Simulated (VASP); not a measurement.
Runs of VASP 6.6.1 on BaS. The structure is that of space group F-43m (No. 216), or close to it. The cells are those of the table. 

```csv
task,cell,cutoff (eV),ions in elastic constants,gap on the mesh (eV),pressure (GPa)
single point,"a = 4.970 Å, angles 60.0°, 2 atoms",520,-,(a),-0.6
single point,"a = 4.873 Å, angles 60.0°, 2 atoms",520,-,2.71,1.2
single point,"a = 4.905 Å, angles 60.0°, 2 atoms",520,-,2.69,0.5
single point,"a = 4.839 Å, angles 60.0°, 2 atoms",520,-,2.73,(b)
```

Alike in all rows: level PBEsol; potentials or basis VASP PAW PBE potentials, release 64 (Ba_sv, S); no spin polarisation; k mesh 8 × 8 × 8; smearing gaussian 0.05 eV.

Fill in the values left out.

(a) 2.63; (b) 1.9.

Caveats: the PAW data sets were made with another functional, which shifts forces and pressure a little; spin-orbit coupling is left out, which moves the levels of the heavy elements.

A k mesh can miss the band edges, and the runs leave out spin-orbit coupling on Ba.
